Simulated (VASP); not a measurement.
A run of VASP 6.6.1:

Contents of INCAR:

```
PREC     = Accurate       # precision mode
ENCUT    = 520            # plane-wave cutoff, eV
EDIFF    = 1E-6           # SCF threshold, eV
ISMEAR   = 0              # smearing method
SIGMA    = 0.15           # smearing width, eV
LREAL    = False          # projectors in reciprocal space
LASPH    = True           # aspherical terms in the spheres
NELM     = 60             # most SCF steps
ALGO     = Normal         # electronic algorithm
ISIF     = 2              # what is computed and relaxed
LWAVE    = False          # write WAVECAR
LCHARG   = False          # write CHGCAR
GGA      = PE             # functional
NBANDS   = 16             # bands
```

The input KPOINTS:

```
Automatic mesh
0
Gamma
  14 14 14
```

File POSCAR:

```
InAs
1.0
    0.0000000000      3.1449600000      2.9030400000
    3.1449600000      0.0000000000      2.9030400000
    3.1449600000      3.1449600000      0.0000000000
In As
1 1
Direct
    0.0000000000      0.0000000000      0.0000000000
    0.7500000000      0.7500000000      0.7500000000
```

Potentials or basis: VASP PAW PBE potentials, release 64 (In_d, As).

Launch:

```sh
$ cat potpaw_PBE.64/In_d/POTCAR potpaw_PBE.64/As/POTCAR > POTCAR
$ mpirun -np 1 vasp_std > vasp.out
```

Hardware: 1 thread of Intel(R) Xeon(R) 6975P-C (Granite Rapids), on a shared host.

Task: Estimate the wall time of this run.

Result: Run time: 62 s on 1 thread of Intel(R) Xeon(R) 6975P-C (Granite Rapids), on a shared host, peak memory 0.36 GiB. Counts: scf iterations 12, k points 244.
